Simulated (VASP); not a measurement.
# SnIr3 (P-4m2) in VASP: notebook

Runs on SnIr3. Level: PBE. Tasks: single point, relaxation of cell and atoms.

Program: VASP 6.6.1. These are calculated values, not measurements. Logs are shortened: lines on timing, memory, paths and dates and some standing lists are left out, and cuts for length are marked.

### 1 The cell of the first run

The structure is tetragonal, space group P-4m2 (No. 115). The conventional cell has a = 2.825 Å, b = 2.825 Å, c = 8.941 Å, α = 90.00°, β = 90.00°, γ = 90.00°. Within 3.6 Å of Sn (site symmetry -4m2) lie 4 Ir at 2.73 Å and 4 Sn at 2.82 Å. Within 3.4 Å of Ir (site symmetry 2mm) lie 6 Ir at 2.56 to 2.82 Å and 2 Sn at 2.73 Å. Within 3.4 Å of Ir (site symmetry -4m2) lie 8 Ir at 2.56 to 2.82 Å.

### 2 Single point, PBE

INCAR reads:

```
SYSTEM = SnIr3
PREC = Accurate
ENCUT = 520
EDIFF = 1E-6
ISMEAR = 0
SIGMA = 0.1
LREAL = .FALSE.
LASPH = .TRUE.
NELM = 80
ALGO = Normal
ISIF = 2
LWAVE = .FALSE.
LCHARG = .FALSE.
GGA = PE
NBANDS = 28
```

KPOINTS reads:

```
regular mesh
0
G
  6 6 2
  0 0 0
```

POSCAR reads:

```
SnIr3
1.0
    2.8249498765      0.0000000000      0.0000000000
    0.0000000000      2.8249498765      0.0000000000
    0.0000000000      0.0000000000      8.9414870545
Sn Ir
1 3
Direct
    0.0000000000      0.0000000000      0.0000000000
    0.0000000000      0.5000000000      0.7386521869
    0.5000000000      0.0000000000      0.2613478131
    0.0000000000      0.0000000000      0.5000000000
```

Potentials or basis: VASP PAW PBE potentials, release 64 (Sn_d, Ir).

On the command line:

```sh
> cat potpaw_PBE.64/Sn_d/POTCAR potpaw_PBE.64/Ir/POTCAR > POTCAR
> mpirun -np 1 vasp_std > vasp.out
```

OUTCAR:

```text
SYSTEM = SnIr3
   PREC = Accurate
   ENCUT = 520
   EDIFF = 1E-6
   ISMEAR = 0
   LREAL = .FALSE.
   LASPH = .TRUE.
   NELM = 80
   ISIF = 2
   GGA = PE

 ion  position               nearest neighbor table
   1  0.000  0.000  0.000-   2 2.73   3 2.73   2 2.73   3 2.73
   2  0.000  0.500  0.739-   4 2.56   4 2.56   1 2.73   1 2.73
   3  0.500  0.000  0.261-   4 2.56   4 2.56   1 2.73   1 2.73
   4  0.000  0.000  0.500-   2 2.56   3 2.56   2 2.56   3 2.56

  LATTYP: Found a simple tetragonal cell.
 ALAT       =     2.8249498765
 C/A-ratio  =     3.1651843202

  Lattice vectors:

 A1 = (   2.8249498765,   0.0000000000,   0.0000000000)
 A2 = (   0.0000000000,   2.8249498765,   0.0000000000)
 A3 = (   0.0000000000,   0.0000000000,   8.9414870545)

Analysis of symmetry for initial positions (statically):
=====================================================================
 Subroutine PRICEL returns:
 Original cell was already a primitive cell.

 Routine SETGRP: Setting up the symmetry group for a
 simple tetragonal supercell.

 Subroutine GETGRP returns: Found  8 space group operations
 (whereof  8 operations were pure point group operations)
 out of a pool of 16 trial point group operations.

The static configuration has the point symmetry D_2d.

Analysis of symmetry for dynamics (positions and initial velocities):
=====================================================================
 Subroutine PRICEL returns:
 Original cell was already a primitive cell.

 Routine SETGRP: Setting up the symmetry group for a
 simple tetragonal supercell.

 Subroutine GETGRP returns: Found  8 space group operations
 (whereof  8 operations were pure point group operations)
 out of a pool of 16 trial point group operations.

The dynamic configuration has the point symmetry D_2d.

 Subroutine INISYM returns: Found  8 space group operations
 (whereof  8 operations are pure point group operations),
 and found     1 'primitive' translations

----------------------------------------------------------------------------------------

                                     Primitive cell
[... 83 lines left out ...]
   ICHARG =      2    charge: 1-file 2-atom 10-const
   ISPIN  =      1    spin polarized calculation?
   LNONCOLLINEAR =      F non collinear calculations
   LSORBIT =      F    spin-orbit coupling
   LASPH  =      T    aspherical Exc in radial PAW
   ENCUT  =  520.0 eV  38.22 Ry    6.18 a.u.   5.25  5.25 16.63*2*pi/ulx,y,z
   NELM   =     80;   NELMIN=  2; NELMDL= -5     # of ELM steps
   EDIFF  = 0.1E-05   stopping-criterion for ELM
   LREAL  =      F    real-space projection
   EDIFFG = 0.1E-04   stopping-criterion for IOM
   NSW    =      0    number of steps for IOM
   IBRION =     -1    ionic relax: 0-MD 1-quasi-New 2-CG
   NFREE  =      0    steps in history (QN), initial steepest desc. (CG)
   ISIF   =      2    stress and relaxation
   ISYM   =      2    0-nonsym 1-usesym 2-fastsym
   POTIM  = 0.5000    time-step for ionic-motion
   TEBEG  =    0.0;   TEEND  =   0.0 temperature during run
   PSTRESS=    0.0 pullay stress
   NELECT =      41.0000    total number of electrons
   NUPDOWN=      -1.0000    fix difference up-down
   EMIN   =  10.00;   EMAX   =-10.00  energy-range for DOS
   EFERMI =   0.00;   METHOD = LEGACY
   ISMEAR =     0;   SIGMA  =   0.10  broadening in eV -4-tet -1-fermi 0-gaus
   EFERMI_NEDOS =   21; number of points for ismear=-14 and -15
   IALGO  =     38    algorithm
   IMIX   =      4    mixing-type and parameters
     AMIX     =   0.40;   BMIX     =  1.00
     AMIX_MAG =   1.60;   BMIX_MAG =  1.00
  volume/ion in A,a.u.               =      17.84       120.38
  Fermi-wavevector in a.u.,A,eV,Ry     =   1.361003  2.571922 25.202463  1.852329
  Thomas-Fermi vector in A             =   2.487616
   LORBIT       =      0    0 simple, 1 ext, 2 COOP (PROOUT), +10 PAW based schemes
   GGA     = PE    functional components
   LHFCALC =     F    Hartree Fock is set to
   AEXX    =    0.0000 exact exchange contribution
   IVDW    =     0    specifies the selected vdW correction
   LEPSILON=     F    determine dielectric tensor
   LRPA    =     F    only Hartree local field effects (RPA)
 non-spin polarized calculation
 Gauss-broadening in eV      SIGMA  =   0.10
  energy-cutoff  :      520.00
  volume of cell :       71.36
 maximum number of plane-waves:      1961
 NGX is ok and might be reduce to    24
   NGX = 11   NGY = 11   NGZ = 33

 number of electron      41.0000002 magnetization

 Free energy of the ion-electron system (eV)
  ---------------------------------------------------
  ext. energy  EPLUGINS =         0.00000000
  ---------------------------------------------------
  free energy    TOTEN  =       -28.25926246 eV

  energy without entropy =      -28.20852690  energy(sigma->0) =      -28.23389468

 E-fermi :   8.4866     XC(G=0): -12.4809

 val. band max:        8.4816955998   @ k =   0.1667   0.0000   0.0000
 cond. band min:       8.5040167098   @ k =   0.5000   0.1667   0.5000
 fundamental gap:      0.0223211100
 Fermi energy:         8.4866104726

 k-point     1 :       0.0000    0.0000    0.0000
  band No.  band energies     occupation
      1     -13.6755      2.00000
      2     -13.2122      2.00000
      3     -12.8865      2.00000
      4     -12.8836      2.00000
      5     -12.8836      2.00000
      6      -3.3031      2.00000
[... 609 lines left out ...]
     27      13.9645      0.00000
     28      14.0505      0.00000

------------------------ aborting loop because EDIFF is reached ----------------------------------------

  FORCE on cell =-STRESS in cart. coord.  units (eV):
  Direction    XX          YY          ZZ          XY          YZ          ZX
  --------------------------------------------------------------------------------------
  -------------------------------------------------------------------------------------
  Total        0.0688562      0.0688562      0.1073460      0.0000000      0.0000000     -0.0000000
  in kB        1.5460464      1.5460464      2.4102666      0.0000000      0.0000000     -0.0000000
  external PRESSURE =       1.8341198 kB  Pullay stress =       0.0000000 kB

 VOLUME and BASIS-vectors are now :
 -----------------------------------------------------------------------------
  energy-cutoff  :      520.00
  volume of cell :       71.36
      direct lattice vectors                 reciprocal lattice vectors
     2.824949876  0.000000000  0.000000000     0.353988582  0.000000000  0.000000000
     0.000000000  2.824949876  0.000000000     0.000000000  0.353988582  0.000000000
     0.000000000  0.000000000  8.941487054     0.000000000  0.000000000  0.111838220

 POSITION                                       TOTAL-FORCE (eV/Angst)
 -----------------------------------------------------------------------------------
      0.00000      0.00000      0.00000         0.000000      0.000000      0.000000
      0.00000      1.41247      6.60465         0.000000      0.000000      0.014104
      1.41247      0.00000      2.33684        -0.000000      0.000000     -0.014104
      0.00000      0.00000      4.47074         0.000000     -0.000000      0.000000
 -----------------------------------------------------------------------------------
    total drift:                                0.000000      0.000000     -0.000000

  FREE ENERGIE OF THE ION-ELECTRON SYSTEM (eV)
  ---------------------------------------------------
  free  energy   TOTEN  =       -28.2592624626 eV

  energy  without entropy=      -28.2085269047  energy(sigma->0) =      -28.23389468
```

OSZICAR:

```text
N       E                     dE             d eps       ncg     rms          rms(c)
DAV:   1     0.449247061333E+03    0.44925E+03   -0.17951E+04  1128   0.188E+03
DAV:   2     0.194312274737E+02   -0.42982E+03   -0.41370E+03  1128   0.542E+02
DAV:   3    -0.277360079861E+02   -0.47167E+02   -0.44454E+02  1252   0.165E+02
DAV:   4    -0.299096776699E+02   -0.21737E+01   -0.21486E+01  1260   0.385E+01
DAV:   5    -0.299671755892E+02   -0.57498E-01   -0.57477E-01  1396   0.560E+00    0.180E+01
DAV:   6    -0.292827169814E+02    0.68446E+00   -0.12539E+01  1476   0.244E+01    0.106E+01
DAV:   7    -0.293470046931E+02   -0.64288E-01   -0.11072E+01  1604   0.303E+01    0.877E+00
DAV:   8    -0.283995340697E+02    0.94747E+00   -0.96031E+00  1604   0.189E+01    0.306E+00
DAV:   9    -0.282621447035E+02    0.13739E+00   -0.64269E-01  1476   0.654E+00    0.785E-01
DAV:  10    -0.282603519169E+02    0.17928E-02   -0.24450E-02  1236   0.119E+00    0.415E-01
DAV:  11    -0.282592713320E+02    0.10806E-02   -0.27088E-03  1596   0.451E-01    0.645E-02
DAV:  12    -0.282592609842E+02    0.10348E-04   -0.18508E-04  1332   0.102E-01    0.274E-02
DAV:  13    -0.282592611118E+02   -0.12760E-06   -0.30710E-05  1380   0.499E-02    0.147E-02
DAV:  14    -0.282592630327E+02   -0.19209E-05   -0.71477E-06  1152   0.238E-02    0.596E-03
DAV:  15    -0.282592624626E+02    0.57007E-06   -0.21268E-06   616   0.133E-02
   1 F= -.28259262E+02 E0= -.28233895E+02  d E =-.507356E-01
```

stdout:

```text
POSCAR found type information on POSCAR SnIr
 POSCAR found :  2 types and       4 ions
 scaLAPACK will be used
 LDA part: xc-table for (Slater+PW92), standard interpolation
 POSCAR, INCAR and KPOINTS ok, starting setup
 FFT: planning ... GRIDC
 FFT: planning ... GRID_SOFT
 FFT: planning ... GRID
 WAVECAR not read
 entering main loop
```

Run time: 18 s. Hardware: 1 thread of Intel Xeon 6975P-C (Granite Rapids), shared host; peak memory 0.21 GiB.

Results:

- Free energy: -28.2593 eV
- Pressure: 0.2 GPa
- Largest force: 0.014 eV/Å

Forces on the atoms (eV/Å):
```
Sn   0.000  0.000  0.000
Ir   0.000  0.000  0.014
Ir   0.000  0.000 -0.014
Ir   0.000  0.000  0.000
```

Caveat: the k points lie up to 0.37 Å⁻¹ apart; spin-orbit coupling is left out, which moves the levels of the heavy elements.

### 3 Relaxation of cell and atoms, PBE

This run uses another cell than the first one, of 18.65 Å³/atom, 1.046 times its volume.

INCAR reads:

```
  PREC = Accurate
  ENCUT = 600
  EDIFF = 1E-6
  ISMEAR = 0
  SIGMA = 0.1
  LREAL = F
  LASPH = T
  NELM = 100
  ALGO = Normal
  ISIF = 3
  LWAVE = F
  LCHARG = F
  GGA = PE
  IBRION = 2
  NSW = 90
  EDIFFG = -0.04
```

KPOINTS reads:

```
regular mesh
0
Gamma
  6 6 2
```

POSCAR reads:

```
SnIr3
1.0
    3.1043149600      0.0000000000      0.0000000000
    0.0000000000      3.1043149600      0.0000000000
    0.0000000000      0.0000000000      7.7421947400
Sn Ir
1 3
Direct
    0.0000000000      0.0000000000      0.0000000000
    0.0000000000      0.5000000000      0.7723862200
    0.5000000000      0.0000000000      0.2276137800
    0.0000000000      0.0000000000      0.5000000000
```

Potentials or basis: VASP PAW PBE potentials, release 64 (Sn_d, Ir).

On the command line:

```sh
> cat potpaw_PBE.64/Sn_d/POTCAR potpaw_PBE.64/Ir/POTCAR > POTCAR
> mpirun -np 1 vasp_std > vasp.out
```

Wall time 3.1 min (1 thread of Intel Xeon 6975P-C (Granite Rapids), shared host); peak memory 0.24 GiB.

Results (log left out):

```
Free energy                            : -28.2585 eV
Relaxed volume                         : 17.84 Å³/atom
Relaxed cell                           : a = 2.825 Å, b = 2.825 Å, c = 8.942 Å, α = 90.00°, β = 90.00°, γ = 90.00°
Space group after relaxing (to 0.05 Å) : P-4m2 (No. 115)
Energy gained by relaxing              : 911.3 meV/atom
Ionic steps                            : 11
Pressure after relaxing                : 0.2 GPa
Largest force after relaxing           : 0.007 eV/Å
```

Forces in eV/Å, atoms in the order of the input:
```
Sn   0.000  0.000  0.000
Ir   0.000  0.000  0.007
Ir   0.000  0.000 -0.007
Ir   0.000  0.000  0.000
```

Step by step:
```
step  energy change (eV)  largest force (eV/Å)  pressure (GPa)  volume (Å³)
   1              0.0000                7.8063           20.78        74.61
   2             -0.0198                1.0889          -27.04       101.76
   3             -2.4252                1.1011          -18.04        85.68
   4             -2.4908                1.3767          -15.65        84.27
   5             -2.5042                1.6537          -13.40        83.16
   6             -3.4942                1.1189            9.27        69.70
   7             -3.5306                0.6572            4.11        71.50
   8             -3.5823                0.1094           -2.11        71.77
   9             -3.6386                0.3130           -0.21        71.71
  10             -3.6441                0.1419            0.00        71.51
  11             -3.6453                0.0065            0.22        71.35
```

Final structure:
```
Sn Ir
1.0
     2.82470    0.00000    0.00000
     0.00000    2.82470    0.00000
     0.00000    0.00000    8.94184
Sn Ir
1 3
Cartesian
  0.0000 0.0000 0.0000
  0.0000 1.4124 6.6054
  1.4124 2.8247 2.3364
  0.0000 0.0000 4.4709
```

Levels at points of the mesh, in eV from the Fermi level:
```csv
k point,band 17,band 18,band 19,band 20,band 21,band 22,band 23,band 24
"(0.00, 0.00, 0.00)",-1.01,-1.01,-0.25,-0.07,0.52,0.85,0.95,0.95
"(0.50, 0.00, 0.00)",-1.17,-0.99,-0.87,-0.06,0.08,0.92,1.09,2.43
"(0.50, 0.50, 0.00)",-1.60,0.65,0.65,1.50,1.83,1.83,2.31,2.71
"(0.00, 0.00, 0.50)",-1.24,-0.87,-0.87,-0.07,0.52,0.78,0.78,0.85
"(0.50, 0.00, 0.50)",-1.42,-1.23,-1.00,0.08,0.57,0.97,1.44,2.09
"(0.50, 0.50, 0.50)",-1.07,-0.16,1.22,1.22,1.58,1.87,1.87,3.19
```

Caveat: the k points lie up to 0.37 Å⁻¹ apart in the final cell; spin-orbit coupling is left out, which moves the levels of the heavy elements.

### 4 Single point, PBE, collinear spin, ferromagnetic start

INCAR reads:

```
SYSTEM = SnIr3
ALGO = Normal
EDIFF = 1E-6
ENCUT = 520
GGA = PE
ISIF = 2
ISMEAR = 0
ISPIN = 2
LASPH = .TRUE.
LCHARG = .FALSE.
LMAXMIX = 4
LORBIT = 11
LREAL = .FALSE.
LWAVE = .FALSE.
MAGMOM = 0 1 1 1
NBANDS = 32
NELM = 150
PREC = Accurate
SIGMA = 0.1
```

KPOINTS reads:

```
k-points
0
G
  6 6 2
  0 0 0
```

POSCAR reads:

```
SnIr3
1.0
    2.8249498765      0.0000000000      0.0000000000
    0.0000000000      2.8249498765      0.0000000000
    0.0000000000      0.0000000000      8.9414870545
Sn Ir
1 3
Direct
    0.0000000000      0.0000000000      0.0000000000
    0.0000000000      0.5000000000      0.7386521869
    0.5000000000      0.0000000000      0.2613478131
    0.0000000000      0.0000000000      0.5000000000
```

On the command line:

```sh
> cat potpaw_PBE.64/Sn_d/POTCAR potpaw_PBE.64/Ir/POTCAR > POTCAR
> mpirun -np 1 vasp_std > vasp.out
```

Run time: 43 s. Hardware: 1 thread of Intel Xeon 6975P-C (Granite Rapids), shared host; peak memory 0.26 GiB.

Results (log left out):

| Property | Result |
| --- | --- |
| Free energy | -28.2708 eV |
| Pressure | 0.3 GPa |
| Largest force | 0.085 eV/Å |
| Net moment | 1.04 μB per cell |
| Site moments | Sn -0.01; Ir +0.35, +0.30 μB |
| Valence electrons inside the program's atomic spheres | Sn 12.53; Ir 8.18, 8.17 |

Forces on the atoms (eV/Å):
```
Sn   0.000  0.000  0.000
Ir   0.000  0.000  0.085
Ir   0.000  0.000 -0.085
Ir   0.000  0.000  0.000
```

Stress tensor (GPa, compression positive):
```
0.06 0.00 0.00
0.00 0.06 0.00
0.00 0.00 0.89
```

Levels at points of the mesh, in eV from the Fermi level:
Spin up:
```tsv
k point	band 18	band 19	band 20	band 21	band 22	band 23	band 24	band 25
(0.00, 0.00, 0.00)	-1.12	-0.29	-0.24	0.36	0.68	0.86	0.86	3.28
(0.50, 0.00, 0.00)	-1.15	-0.94	-0.12	-0.06	0.84	1.00	2.31	3.53
(0.50, 0.50, 0.00)	0.59	0.59	1.39	1.68	1.68	2.23	2.67	3.69
(0.00, 0.00, 0.50)	-0.98	-0.98	-0.24	0.36	0.68	0.70	0.70	5.33
(0.50, 0.00, 0.50)	-1.37	-1.15	-0.06	0.52	0.89	1.34	2.01	3.56
(0.50, 0.50, 0.50)	-0.19	1.15	1.15	1.47	1.72	1.72	3.13	4.38
```
Spin down:
| k point | band 17 | band 18 | band 19 | band 20 | band 21 | band 22 | band 23 | band 24 |
| --- | --- | --- | --- | --- | --- | --- | --- | --- |
| (0.00, 0.00, 0.00) | -0.91 | -0.91 | -0.22 | 0.08 | 0.65 | 1.00 | 1.04 | 1.04 |
| (0.50, 0.00, 0.00) | -1.07 | -0.86 | -0.81 | -0.01 | 0.22 | 1.00 | 1.17 | 2.54 |
| (0.50, 0.50, 0.00) | -1.56 | 0.70 | 0.70 | 1.60 | 1.96 | 1.96 | 2.37 | 2.71 |
| (0.00, 0.00, 0.50) | -1.17 | -0.76 | -0.76 | 0.08 | 0.65 | 0.86 | 0.86 | 1.00 |
| (0.50, 0.00, 0.50) | -1.36 | -1.13 | -0.86 | 0.22 | 0.60 | 1.05 | 1.53 | 2.16 |
| (0.50, 0.50, 0.50) | -1.03 | -0.14 | 1.28 | 1.28 | 1.67 | 2.00 | 2.00 | 3.23 |

Caveat: the k points lie up to 0.37 Å⁻¹ apart; spin-orbit coupling is left out, which moves the levels of the heavy elements.

### 5 The runs side by side

```csv
task,spin,cell,cutoff (eV),gap on the mesh (eV),pressure (GPa),largest force (eV/Å)
single point,off,"a = 2.825, b = 2.825, c = 8.941 Å, 4 atoms",520,none,0.2,0.01
relaxation of cell and atoms,off,"relaxed from a = 3.104, b = 3.104, c = 7.742 Å, 4 atoms",600,none,0.2,0.01
single point,"collinear, ferromagnetic start","a = 2.825, b = 2.825, c = 8.941 Å, 4 atoms",520,none,0.3,0.09
```

Alike in all rows: level PBE; potentials or basis VASP PAW PBE potentials, release 64 (Sn_d, Ir); k mesh 6 × 6 × 2; smearing gaussian 0.1 eV.

Caveats: all runs use coarse meshes; spin-orbit coupling is left out, which moves the levels of the heavy elements.

Total energies depend on the potentials used, so only differences within one code and one set of settings carry meaning.
